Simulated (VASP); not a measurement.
Input of a VASP 6.6.1 run:

File INCAR:

```
SYSTEM = C
  PREC = Accurate
  ENCUT = 600
  EDIFF = 1E-6
  ISMEAR = -1
  SIGMA = 0.05
  LREAL = .FALSE.
  LASPH = .TRUE.
  NELM = 120
  ALGO = Normal
  ISIF = 2
  LWAVE = .FALSE.
  LCHARG = .FALSE.
  GGA = LIBXC
  LIBXC1 = GGA_X_B88
  LIBXC2 = GGA_C_PBE
  NBANDS = 11
  GGA_COMPAT = .FALSE.
```

Contents of KPOINTS:

```
regular mesh
0
G
  13 13 13
  0 0 0
```

File POSCAR:

```
C
1.0
    0.0000000000      1.8068380860      1.8068380860
    1.8068380860      0.0000000000      1.8068380860
    1.8068380860      1.8068380860      0.0000000000
C
2
Direct
    0.7500000000      0.7500000000      0.7500000000
    0.5000000000      0.5000000000      0.5000000000
```

Potentials or basis: VASP PAW PBE potentials, release 64 (C).

Command:

```console
$ cat potpaw_PBE.64/C/POTCAR > POTCAR
$ mpirun -np 1 vasp_std > vasp.out
```

Problem. Estimate the band gap on the k mesh.

Solution. 4.06 eV (least direct gap 5.50 eV).

Problem. Estimate the pressure.

Solution. -13.9 GPa.

Caveat: the cell stands under tension; the PAW data sets were made with another functional, which shifts forces and pressure a little; an odd mesh through Γ misses points on the zone boundary, where band edges can lie.
